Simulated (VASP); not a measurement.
# Ir (Fm-3m) in VASP: a series of runs, part 2 of 2

VASP 6.6.1.

### 5 Single point, LDA (volume scaled by 0.88)

INCAR reads:

```
PREC = Accurate ; ENCUT = 520
EDIFF = 1E-7 ; ISMEAR = -1
SIGMA = 0.1 ; LREAL = False
LASPH = True ; NELM = 100
ALGO = Normal ; ISIF = 2
LWAVE = False ; LCHARG = False
GGA = CA ; NBANDS = 10
```

KPOINTS reads:

```
regular mesh
0
Gamma
  17 17 17
```

POSCAR reads:

```
Ir
1.0
    0.0000000000      1.8263410423      1.8263410423
    1.8263410423      0.0000000000      1.8263410423
    1.8263410423      1.8263410423      0.0000000000
Ir
1
Direct
    0.0000000000      0.0000000000      0.0000000000
```

Potentials or basis: VASP PAW LDA potentials, release 64 (Ir).

The run is started by

```sh
$ cat potpaw_LDA.64/Ir/POTCAR > POTCAR
$ mpirun -np 1 vasp_std > vasp.out
```

OUTCAR:

```text
PREC = Accurate
   ENCUT = 520
   EDIFF = 1E-7
   ISMEAR = -1
   LREAL = False
   LASPH = True
   NELM = 100
   ISIF = 2
   GGA = CA

 ion  position               nearest neighbor table
   1  0.000  0.000  0.000-

  LATTYP: Found a face centered cubic cell.
 ALAT       =     3.6526820846

  Lattice vectors:

 A1 = (   0.0000000000,   1.8263410423,   1.8263410423)
 A2 = (   1.8263410423,   0.0000000000,   1.8263410423)
 A3 = (   1.8263410423,   1.8263410423,   0.0000000000)

Analysis of symmetry for initial positions (statically):
=====================================================================
 Subroutine PRICEL returns:
 Original cell was already a primitive cell.

 Routine SETGRP: Setting up the symmetry group for a
 face centered cubic supercell.

 Subroutine GETGRP returns: Found 48 space group operations
 (whereof 48 operations were pure point group operations)
 out of a pool of 48 trial point group operations.

The static configuration has the point symmetry O_h .

Analysis of symmetry for dynamics (positions and initial velocities):
=====================================================================
 Subroutine PRICEL returns:
 Original cell was already a primitive cell.

 Routine SETGRP: Setting up the symmetry group for a
 face centered cubic supercell.

 Subroutine GETGRP returns: Found 48 space group operations
 (whereof 48 operations were pure point group operations)
 out of a pool of 48 trial point group operations.

The dynamic configuration has the point symmetry O_h .

 Subroutine INISYM returns: Found 48 space group operations
 (whereof 48 operations are pure point group operations),
 and found     1 'primitive' translations

----------------------------------------------------------------------------------------

                                     Primitive cell
[... 110 lines left out ...]
  volume/ion in A,a.u.               =      12.18        82.22
  Fermi-wavevector in a.u.,A,eV,Ry     =   1.479893  2.796593 29.797911  2.190085
  Thomas-Fermi vector in A             =   2.593995
   LORBIT       =      0    0 simple, 1 ext, 2 COOP (PROOUT), +10 PAW based schemes
   GGA     = CA    functional components
   LHFCALC =     F    Hartree Fock is set to
   AEXX    =    0.0000 exact exchange contribution
   IVDW    =     0    specifies the selected vdW correction
   LEPSILON=     F    determine dielectric tensor
   LRPA    =     F    only Hartree local field effects (RPA)
 non-spin polarized calculation
  energy-cutoff  :      520.00
  volume of cell :       12.18
 maximum number of plane-waves:       335
   NGX =  9   NGY =  9   NGZ =  9

 number of electron       9.0000001 magnetization

 Free energy of the ion-electron system (eV)
  ---------------------------------------------------
  ext. energy  EPLUGINS =         0.00000000
  ---------------------------------------------------
  free energy    TOTEN  =        -9.97790162 eV

  energy without entropy =       -9.95636560  energy(sigma->0) =       -9.96713361

 E-fermi :  13.0658     XC(G=0): -15.0156

 val. band max:       13.0318521469   @ k =   0.2941   0.1765   0.0000
 cond. band min:      13.0852793154   @ k =  -0.3529   0.2941   0.0000
 fundamental gap:      0.0534271685
 Fermi energy:        13.0658117968

 k-point     1 :       0.0000    0.0000    0.0000
  band No.  band energies     occupation
      1       0.3723      2.00000
      2       8.2373      2.00000
      3       8.2373      2.00000
      4       8.2373      2.00000
      5      11.6783      2.00000
      6      11.6783      2.00000
      7      27.0671      0.00000
      8      33.5407      0.00000
      9      33.5407      0.00000
     10      33.5407      0.00000
[... 287 lines left out ...]
 k-point    24 :      -0.1176    0.0588    0.0000
  band No.  band energies     occupation
      1       1.4624      2.00000
      2       7.6405      2.00000
      3       8.6820      2.00000
      4       8.7337      2.00000
      5      11.0898      2.00000
      6      11.7629      2.00000
      7      28.9518      0.00000
      8      30.5465      0.00000
      9      34.4888      0.00000
     10      35.9524      0.00000

 [... further k-points ...]

------------------------ aborting loop because EDIFF is reached ----------------------------------------

  FORCE on cell =-STRESS in cart. coord.  units (eV):
  Direction    XX          YY          ZZ          XY          YZ          ZX
  --------------------------------------------------------------------------------------
  -------------------------------------------------------------------------------------
  Total        5.7559354      5.7559354      5.7559354      0.0000000      0.0000000      0.0000000
  in kB      756.9215371    756.9215371    756.9215371      0.0000000      0.0000000      0.0000000
  external PRESSURE =     756.9215371 kB  Pullay stress =       0.0000000 kB

 VOLUME and BASIS-vectors are now :
 -----------------------------------------------------------------------------
  energy-cutoff  :      520.00
  volume of cell :       12.18
      direct lattice vectors                 reciprocal lattice vectors
     0.000000000  1.826341042  1.826341042    -0.273771431  0.273771431  0.273771431
     1.826341042  0.000000000  1.826341042     0.273771431 -0.273771431  0.273771431
     1.826341042  1.826341042  0.000000000     0.273771431  0.273771431 -0.273771431

 POSITION                                       TOTAL-FORCE (eV/Angst)
 -----------------------------------------------------------------------------------
      0.00000      0.00000      0.00000         0.000000      0.000000      0.000000
 -----------------------------------------------------------------------------------
    total drift:                                0.000000      0.000000     -0.000000

  FREE ENERGIE OF THE ION-ELECTRON SYSTEM (eV)
  ---------------------------------------------------
  free  energy   TOTEN  =        -9.9779016200 eV

  energy  without entropy=       -9.9563656039  energy(sigma->0) =       -9.96713361
```

OSZICAR:

```text
N       E                     dE             d eps       ncg     rms          rms(c)
DAV:   1     0.500768682333E+02    0.50077E+02   -0.44791E+03  3340   0.848E+02
DAV:   2    -0.964723493164E+01   -0.59724E+02   -0.56894E+02  3388   0.207E+02
DAV:   3    -0.105202645561E+02   -0.87303E+00   -0.86992E+00  3962   0.307E+01
DAV:   4    -0.105279119153E+02   -0.76474E-02   -0.76452E-02  3788   0.256E+00
DAV:   5    -0.105280566068E+02   -0.14469E-03   -0.14469E-03  3998   0.329E-01    0.236E+01
DAV:   6    -0.101032075250E+02    0.42485E+00   -0.51583E-01  3776   0.920E+00    0.107E+01
DAV:   7    -0.998560751011E+01    0.11760E+00   -0.24014E-01  4474   0.572E+00    0.153E+00
DAV:   8    -0.997854213415E+01    0.70654E-02   -0.32511E-03  3670   0.818E-01    0.318E-01
DAV:   9    -0.997790168342E+01    0.64045E-03   -0.75788E-04  3932   0.412E-01    0.546E-02
DAV:  10    -0.997790153177E+01    0.15165E-06   -0.91337E-06  4388   0.285E-02    0.612E-03
DAV:  11    -0.997790162004E+01   -0.88274E-07   -0.16037E-07  3974   0.375E-03
   1 F= -.99779016E+01 E0= -.99671336E+01  d E =-.215360E-01
```

It took 22 s on 1 thread of Intel Xeon 8259CL, shared host; peak memory 0.14 GiB.

What came out:

```yaml
Free_energy: -9.9779 eV
Pressure: 75.7 GPa
```

Caveat: spin-orbit coupling is left out, which moves the levels of the heavy elements.

### 6 Overview

| cell | gap on the mesh (eV) | pressure (GPa) |
| --- | --- | --- |
| a = 2.370 Å, angles 60.0°, 1 atom | none | 410.4 |
| a = 2.481 Å, angles 60.0°, 1 atom | none | 193.0 |
| a = 2.583 Å, angles 60.0°, 1 atom | none | 75.7 |

Alike in all rows: task single point; level LDA; potentials or basis VASP PAW LDA potentials, release 64 (Ir); no spin polarisation; k mesh 17 × 17 × 17; cutoff (eV) 520; smearing fermi-dirac 0.1 eV.

Caveats: spin-orbit coupling is left out, which moves the levels of the heavy elements.

Absolute energies hang on the potentials; compare differences alone.
